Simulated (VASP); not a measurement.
# ZrS (I4mm) in VASP: notebook, part 2 of 2

VASP 6.6.1.

### Step 6. Single point, PBEsol

File INCAR:

```
SYSTEM = ZrS
ALGO = Normal
EDIFF = 1E-6
ENCUT = 520
GGA = PS
ISIF = 2
ISMEAR = 0
LASPH = .TRUE.
LCHARG = .TRUE.
LELF = .TRUE.
LREAL = .FALSE.
LVHAR = .TRUE.
LWAVE = .FALSE.
NBANDS = 16
NELM = 60
PREC = Accurate
SIGMA = 0.15
```

File KPOINTS:

```
k-points
0
G
  16 16 16
  0 0 0
```

File POSCAR:

```
ZrS
1.0
    0.0000000000      2.6250000000      2.6250000000
    2.6250000000      0.0000000000      2.6250000000
    2.6250000000      2.6250000000      0.0000000000
Zr S
1 1
Direct
   -0.0595238095     -0.0595238095      0.0595238095
    0.5000000000      0.5000000000      0.5000000000
```

Potentials or basis: VASP PAW PBE potentials, release 64 (Zr_sv, S).

Run with:

```
$ cat potpaw_PBE.64/Zr_sv/POTCAR potpaw_PBE.64/S/POTCAR > POTCAR
$ mpirun -np 1 vasp_std > vasp.out
```

OUTCAR:

```text
SYSTEM = ZrS
   EDIFF = 1E-6
   ENCUT = 520
   GGA = PS
   ISIF = 2
   ISMEAR = 0
   LASPH = .TRUE.
   LREAL = .FALSE.
   NELM = 60
   PREC = Accurate

 ion  position               nearest neighbor table
   1  0.940  0.940  0.060-   2 2.31   2 2.64   2 2.64   2 2.64   2 2.64   2 2.94
   2  0.500  0.500  0.500-   1 2.31   1 2.64   1 2.64   1 2.64   1 2.64   1 2.94

  LATTYP: Found a face centered cubic cell.
 ALAT       =     5.2500000000

  Lattice vectors:

 A1 = (   0.0000000000,   2.6250000000,   2.6250000000)
 A2 = (   2.6250000000,   0.0000000000,   2.6250000000)
 A3 = (   2.6250000000,   2.6250000000,   0.0000000000)

Analysis of symmetry for initial positions (statically):
=====================================================================
 Subroutine PRICEL returns:
 Original cell was already a primitive cell.

 Routine SETGRP: Setting up the symmetry group for a
 face centered cubic supercell.

 Subroutine GETGRP returns: Found  8 space group operations
 (whereof  8 operations were pure point group operations)
 out of a pool of 48 trial point group operations.

[... 161 lines left out ...]

 E-fermi :  10.4647     XC(G=0): -11.4296

 val. band max:       10.4615031041   @ k =   0.1250  -0.4375   0.2500
 cond. band min:      10.4739436306   @ k =   0.2500   0.1250   0.3750
 fundamental gap:      0.0124405265
 Fermi energy:        10.4647059734

 k-point     1 :       0.0000    0.0000    0.0000
  band No.  band energies     occupation
      1     -39.2088      2.00000
      2     -17.3097      2.00000
      3     -17.2033      2.00000
      4     -17.2033      2.00000
      5      -5.2041      2.00000
      6       6.3652      2.00000
[... 433 lines left out ...]
      3     -17.2986      2.00000
      4     -17.2410      2.00000
      5      -3.7263      2.00000
      6       2.6853      2.00000
[... 8 lines left out ...]
     15      17.7110      0.00000
     16      17.7690      0.00000

 [... further k-points ...]

------------------------ aborting loop because EDIFF is reached ----------------------------------------

  FORCE on cell =-STRESS in cart. coord.  units (eV):
  Direction    XX          YY          ZZ          XY          YZ          ZX
  --------------------------------------------------------------------------------------
  -------------------------------------------------------------------------------------
  Total       -1.6726107     -1.6726107      3.2817034      0.0000000      0.0000000     -0.0000000
  in kB      -74.0777072    -74.0777072    145.3422889      0.0000000      0.0000000     -0.0000000
  external PRESSURE =      -0.9377085 kB  Pullay stress =       0.0000000 kB

 VOLUME and BASIS-vectors are now :
 -----------------------------------------------------------------------------
  energy-cutoff  :      520.00
  volume of cell :       36.18
      direct lattice vectors                 reciprocal lattice vectors
     0.000000000  2.625000000  2.625000000    -0.190476190  0.190476190  0.190476190
     2.625000000  0.000000000  2.625000000     0.190476190 -0.190476190  0.190476190
     2.625000000  2.625000000  0.000000000     0.190476190  0.190476190 -0.190476190

 POSITION                                       TOTAL-FORCE (eV/Angst)
 -----------------------------------------------------------------------------------
      2.62500      2.62500      4.93750         0.000000      0.000000      2.502249
      2.62500      2.62500      2.62500         0.000000      0.000000     -2.502249
 -----------------------------------------------------------------------------------
    total drift:                               -0.000000     -0.000000      0.000584

  FREE ENERGIE OF THE ION-ELECTRON SYSTEM (eV)
  ---------------------------------------------------
  free  energy   TOTEN  =       -16.1815756830 eV

  energy  without entropy=      -16.1672705326  energy(sigma->0) =      -16.17442311
```

OSZICAR:

```text
N       E                     dE             d eps       ncg     rms          rms(c)
DAV:   1     0.109821053707E+03    0.10982E+03   -0.89746E+03 11176   0.107E+03
DAV:   2    -0.107408918758E+02   -0.12056E+03   -0.11655E+03 14480   0.278E+02
DAV:   3    -0.170515014070E+02   -0.63106E+01   -0.62628E+01 20104   0.500E+01
DAV:   4    -0.170991558876E+02   -0.47654E-01   -0.47625E-01 13304   0.489E+00
DAV:   5    -0.170999446992E+02   -0.78881E-03   -0.78879E-03 15968   0.476E-01    0.169E+01
DAV:   6    -0.162248780707E+02    0.87507E+00   -0.18310E+00 13984   0.964E+00    0.768E+00
DAV:   7    -0.161867688618E+02    0.38109E-01   -0.20952E-01 16224   0.299E+00    0.295E+00
DAV:   8    -0.161820268814E+02    0.47420E-02   -0.27707E-02 13232   0.115E+00    0.346E-01
DAV:   9    -0.161815578271E+02    0.46905E-03   -0.21801E-03 14352   0.307E-01    0.200E-01
DAV:  10    -0.161815786886E+02   -0.20861E-04   -0.39984E-04 13920   0.187E-01    0.612E-02
DAV:  11    -0.161815758448E+02    0.28437E-05   -0.32182E-05 14128   0.521E-02    0.258E-02
DAV:  12    -0.161815756830E+02    0.16177E-06   -0.14614E-06 11120   0.988E-03
   1 F= -.16181576E+02 E0= -.16174423E+02  d E =-.143052E-01
```

stdout:

```text
POSCAR found type information on POSCAR ZrS
 POSCAR found :  2 types and       2 ions
 scaLAPACK will be used
 -----------------------------------------------------------------------------
|                                                                             |
|                                                                             |
|     You enforced a specific xc type in the INCAR file but a different       |
|     I HOPE YOU KNOW WHAT YOU ARE DOING!                                     |
|                                                                             |
 -----------------------------------------------------------------------------

 LDA part: xc-table for (Slater+PW92), standard interpolation
 POSCAR, INCAR and KPOINTS ok, starting setup
 FFT: planning ... GRIDC
 FFT: planning ... GRID_SOFT
 FFT: planning ... GRID
 WAVECAR not read
 entering main loop
```

It used 190 s of CPU time on 1 thread of AMD EPYC 7R13 Processor (Zen 3) (shared host).

Results:

| Item | Value |
| --- | --- |
| Free energy | -16.1816 eV |
| Pressure | -0.1 GPa |
| Largest force | 2.502 eV/Å |
| Band gap on the k mesh | zero (band 9 reaches 11.57 eV, above the bottom of band 10 at 9.47 eV) |

Forces on the atoms (eV/Å):
```
Zr   0.000  0.000  2.502
S    0.000  0.000 -2.502
```

Stress tensor (GPa, compression positive):
```
-7.41  0.00  0.00
 0.00 -7.41  0.00
 0.00  0.00 14.53
```

Caveat: the cell differs from its parent crystal (all Zr atoms moved +0.312 Å, as atom 1 towards its neighbour atom 2 (S) at 2.625 Å); the PAW data sets were made with another functional, which shifts forces and pressure a little.
